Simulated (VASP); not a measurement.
A run of VASP 6.6.1 is set up as follows.

Contents of INCAR:

```
PREC = Accurate ; ENCUT = 400
EDIFF = 1E-6 ; ISMEAR = -1
SIGMA = 0.05 ; LREAL = False
LASPH = True ; NELM = 120
ALGO = Normal ; ISIF = 2
LWAVE = False ; LCHARG = False
GGA = PE ; IVDW = 12
NBANDS = 56 ; GGA_COMPAT = False
```

KPOINTS

```
regular mesh
0
Gamma
  1 1 1
```

POSCAR

```
HCl
1.0
    7.9895700000      0.0000000000      0.0000000000
    0.0000000000      7.9895700000      0.0000000000
    0.0000000000      0.0000000000      7.9895700000
Cl H
10 10
Direct
    0.2544066827      0.1829760550      0.3188281722
    0.0827328630      0.6018596746      0.4627032494
    0.6498597547      0.2142293015      0.1330985272
    0.3717221327      0.0972142431      0.8131351249
    0.4544800283      0.8204196221      0.4676597113
    0.7707423553      0.7964258402      0.9568099410
    0.2671983599      0.6681836444      0.0868882806
    0.6473815237      0.4416758349      0.6375311813
    0.8808859551      1.0192288196      0.4942944364
    0.0200511417      0.3359379791      0.8778194571
    0.4134265048      0.2067195106      0.2839076446
   -0.0239687493      0.7279490636      0.4884743484
    0.5997444168      0.1723872499     -0.0165590889
    0.4225634171     -0.0172850354      0.7027662315
    0.3632235527      0.9429043115      0.3938760159
    0.6653424402      0.7008887838      0.8719868529
    0.1464409224      0.6213350656      0.1857421613
    0.8020581834      0.3936507221      0.6727395842
    0.7705921595      0.9922436376      0.3771792474
    0.0192000320      0.4967351184      0.9250184929
```

Potentials or basis: VASP PAW PBE potentials, release 64 (Cl, H).

Command:

```bash
$ cat potpaw_PBE.64/Cl/POTCAR potpaw_PBE.64/H/POTCAR > POTCAR
$ mpirun -np 1 vasp_gam > vasp.out
```

Problem. Estimate the pressure.

Solution. -1.0 GPa.

Problem. Estimate the largest force.

Solution. 1.176 eV/Å.

Problem. Estimate the band gap on the k mesh.

Solution. 5.31 eV.

Problem. Estimate the dispersion energy per atom.

Solution. -0.061 eV.

Stress tensor (GPa, compression positive):
```
-0.78  0.47 -0.30
 0.47 -1.50 -0.36
-0.30 -0.36 -0.60
```

Caveat: the k points lie up to 0.79 Å⁻¹ apart.
